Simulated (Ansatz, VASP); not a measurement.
## Two plane-wave programs on PbF2

```
Pb F
1.0
     0.00000    3.42844    2.22849
     3.42844    0.00000    2.22849
     3.42844    3.42844    0.00000
Pb F
1 2
Cartesian
  0.0000 0.0000 0.0000
  1.7142 1.7142 1.1142
  5.1427 5.1427 3.3427
```

Alike in both runs: task single point; functional r2SCAN; k mesh 8 × 8 × 8; occupations gaussian, width 0.05 eV; no spin polarisation.

```csv
,VASP,Ansatz
version,VASP 6.6.1,Ansatz 0.2.0
potentials or method,"VASP PAW PBE potentials, release 64 (Pb_d, F), cutoff 520 eV","scalar-relativistic, plane waves, PAW"
valence electrons in the cell,28,28
```

|  | VASP | Ansatz | Ansatz less VASP |
| --- | --- | --- | --- |
| gap on the k mesh at the Fermi level (eV) | 2.01 | 2.03 | +0.025 |
| least direct gap on the mesh (eV) | 2.71 | 2.73 | +0.023 |
| pressure (GPa) | -1.8 | -1.7 | +0.15 |
| traceless stress, the component that is largest in VASP (GPa) | 25.81 | 25.88 | +0.075 |

VASP's potentials were made for PBE, not for r2SCAN.

Neither program's run includes spin-orbit coupling.
